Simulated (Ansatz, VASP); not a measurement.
## TaN: VASP beside Ansatz

```
Ta N
1.0
     2.88918    0.00000    0.00000
    -1.44459    2.50210    0.00000
     0.00000    0.00000    5.86002
Ta N
2 2
Direct
  0.95777 0.98110 0.00000
  0.04223 0.01890 0.50000
  0.33333 0.66667 0.25000
  0.66667 0.33333 0.75000
```

Change from the starting cell: mode 4 frozen in at -0.095 Å and mode 5 at -0.047 Å (largest displacements).

Alike in both runs: task single point; functional PBEsol; k mesh 15 × 15 × 8; occupations gaussian, width 0.15 eV; no spin polarisation.

|  | VASP | Ansatz |
| --- | --- | --- |
| version | VASP 6.6.1 | Ansatz 0.2.0 |
| potentials or method | VASP PAW PBE potentials, release 64 (Ta_pv, N), cutoff 520 eV | scalar-relativistic, plane waves, PAW |
| valence electrons in the cell | 32 | 36 |

VASP gave:

```
gap on the k mesh at the Fermi level (eV)                     : none
pressure (GPa)                                                : 2.9
traceless stress, the component that is largest in VASP (GPa) : 1.11
rms of the force components (eV/Å)                            : 0.626
```

Task: Which values does Ansatz return?

Result: gap on the k mesh at the Fermi level (eV): none; pressure (GPa): 1.9; traceless stress, the component that is largest in VASP (GPa): 0.98; rms of the force components (eV/Å): 0.622.

VASP's potentials were made for PBE, not for PBEsol, and Ansatz warns of the same on its side. Atom by atom the forces differ by 0.004 eV/Å (rms over components). A gap of «none» marks a metal or a gap that the smearing closes. The functional is the same, so the differences come from potentials, cutoffs and numerics. VASP's potentials hold 32 valence electrons a cell and Ansatz's 36, so a difference there can come from the potentials and not from the codes.

Spin-orbit coupling is off throughout.
